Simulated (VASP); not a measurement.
A run of VASP 6.6.1:

The input INCAR:

```
PREC = Accurate
ENCUT = 400
EDIFF = 1E-6
ISMEAR = -1
SIGMA = 0.2309
LREAL = Auto
LASPH = True
NELM = 120
ALGO = Normal
ISIF = 2
LWAVE = False
LCHARG = False
GGA = PE
NBANDS = 103
ISYM = -1
GGA_COMPAT = False
```

The input KPOINTS:

```
explicit points
1
Reciprocal
  0.25000000   0.25000000   0.25000000 1
```

POSCAR

```
Ti9Ni7
1.0
    6.1173580000      0.0376560000      0.0215690000
    0.0376560000      6.2512350000      0.3066880000
    0.0215690000      0.3066880000      6.5379140000
Ti Ni
9 7
Direct
    0.7484655673      0.4100596250      0.3104904684
    0.3945840752      0.6418405184      0.5957997354
    0.0614324700     -0.0825788706      0.5955388694
    0.6845691814      0.8667815294      0.3191022448
    0.3797075472      0.2447946098      0.9120966594
    0.6409800247      0.0089667382      0.6842721869
    0.5129226133      0.7580728306      0.9877953323
    0.8348267223      0.5441695282      0.7625214033
   -0.0019735496      0.8551570681      0.9610141945
    0.0686801694      0.1603007146      0.1954440410
    0.3976448377      0.1907160587      0.4407977639
   -0.0048342877      0.6172660833      0.3902033845
    0.3165700613      0.8303765917      0.2740016715
    0.0103227449      0.2597130941      0.6036124763
    0.3063291017      0.4198235901      0.2143512335
    0.6923542300      0.1782276681      0.0550777090
```

Potentials or basis: VASP PAW PBE potentials, release 64 (Ti_sv, Ni).

The run is started by

```bash
$ cat potpaw_PBE.64/Ti_sv/POTCAR potpaw_PBE.64/Ni/POTCAR > POTCAR
$ mpirun -np 1 vasp_std > vasp.out
```

Hardware: 1 thread of Intel(R) Xeon(R) Platinum 8375C CPU @ 2.90GHz (Ice Lake), on a shared host.

How long does it take, and how much memory?

Wall time 3 min on 1 thread of Intel(R) Xeon(R) Platinum 8375C CPU @ 2.90GHz (Ice Lake) (shared host), peak memory 0.26 GiB. Counts: scf iterations 28, k points 1.
